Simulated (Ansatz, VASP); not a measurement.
## One calculation of KMgF3, two programs

```xyz
5
Lattice="3.9859 0.0000 0.0000 0.0000 3.9859 0.0000 0.0000 0.0000 3.9261" Properties=species:S:1:pos:R:3 pbc="T T T"
K     1.9929    1.9929    1.9631
Mg    0.0000    0.0000    0.0000
F     1.9929    0.0000    0.0000
F     0.0000    1.9929    0.0000
F     0.0000    0.0000    1.9631
```

Change from the starting cell: strain +0.000 along x and y, -0.015 along z, atoms carried along.

Alike in both runs: task single point; functional PBE; k mesh 6 × 6 × 6; occupations gaussian, width 0.05 eV; no spin polarisation.

|  | VASP | Ansatz |
| --- | --- | --- |
| version | VASP 6.6.1 | Ansatz 0.2.0 |
| potentials or method | VASP PAW PBE potentials, release 64 (K_sv, Mg, F), cutoff 520 eV | scalar-relativistic, plane waves, PAW |
| valence electrons in the cell | 32 | 40 |

```csv
,VASP,Ansatz,Ansatz less VASP
gap on the k mesh at the Fermi level (eV),7.42,7.45,+0.030
least direct gap on the mesh (eV),7.74,7.77,+0.027
pressure (GPa),4.7,5.1,+0.41
"traceless stress, the component that is largest in VASP (GPa)",1.14,1.14,-0.002
```

VASP's potentials hold 32 valence electrons a cell and Ansatz's 40, so a difference there can come from the potentials and not from the codes.
